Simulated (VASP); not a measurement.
Write the native input for VASP 6.6.1 that does the following.

```yaml
Task: single point
Functional: PBE
Potentials_or_basis: VASP PAW PBE potentials, release 64 (Ge_d, N, C)
Cutoff: 520 eV
k_mesh: 9 × 9 × 9
Occupations: fermi-dirac, width 0.05 eV
Spin: no spin polarisation
Dipole_correction: no
Further_INCAR_settings: ALGO = Normal; EDIFF = 1e-06; NBANDS = 22
```

The structure of GeCN2 lies in POSCAR:

```
GeCN2
1.0
    1.7817511454      1.0286945034      4.8889229472
   -1.7817511454      1.0286945034      4.8889229472
    0.0000000000     -2.0573890068      4.8889229472
Ge N C
1 2 1
Direct
    0.0000000000      0.0000000000      0.0000000000
    0.5839044000      0.5839044000      0.5839044000
    0.4160956000      0.4160956000      0.4160956000
    0.5000000000      0.5000000000      0.5000000000
```

One way to write it, as run:

INCAR

```
  ALGO = Normal
  EDIFF = 1E-6
  ENCUT = 520
  GGA = PE
  ISIF = 2
  ISMEAR = -1
  LASPH = T
  LCHARG = F
  LREAL = F
  LWAVE = F
  NBANDS = 22
  NELM = 60
  PREC = Accurate
  SIGMA = 0.05
```

KPOINTS

```
k-points
0
Gamma
  9 9 9
```

Potentials or basis: VASP PAW PBE potentials, release 64 (Ge_d, N, C).

Launch:

```sh
$ cat potpaw_PBE.64/Ge_d/POTCAR potpaw_PBE.64/N/POTCAR potpaw_PBE.64/C/POTCAR > POTCAR
$ mpirun -np 1 vasp_std > vasp.out
```

Results of the run:

```yaml
Pressure: 2.9 GPa
Largest_force: 0.667 eV/Å
Band_gap_on_the_k_mesh: 1.07 eV (least direct gap 1.88 eV)
```

Caveat: an odd mesh through Γ misses points on the zone boundary, where band edges can lie.

It took 4.6 min on 1 thread of Intel Xeon 8259CL (shared host), peak memory 0.3 GiB.
